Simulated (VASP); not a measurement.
Here is a VASP 6.6.1 calculation.

File INCAR:

```
PREC = Accurate ; ENCUT = 600
EDIFF = 1E-6 ; ISMEAR = 0
SIGMA = 0.01 ; LREAL = False
LASPH = True ; NELM = 120
ALGO = Normal ; ISIF = 2
LWAVE = False ; LCHARG = True
GGA = PE ; LELF = True
LVHAR = True ; NBANDS = 11
GGA_COMPAT = False
```

The input KPOINTS:

```
Automatic mesh
0
Gamma
  11 11 11
```

The input POSCAR:

```
SiC
1.0
    0.0000000000      2.1898524999      2.1898524999
    2.1898524999      0.0000000000      2.1898524999
    2.1898524999      2.1898524999      0.0000000000
Si C
1 1
Direct
    0.7500000000      0.7500000000      0.7500000000
    0.0000000000      0.0000000000      0.0000000000
```

Potentials or basis: VASP PAW PBE potentials, release 64 (Si, C).

The run is started by

```sh
$ cat potpaw_PBE.64/Si/POTCAR potpaw_PBE.64/C/POTCAR > POTCAR
$ mpirun -np 1 vasp_std > vasp.out
```

Problem. Estimate the band gap on the k mesh.

Solution. 1.47 eV, indirect (least direct gap 4.58 eV).

Problem. What does it give for the pressure?

Solution. -0.2 GPa.

A k mesh can miss the band edges. A hybrid or GW would open this gap; PBE tends to underestimate it.
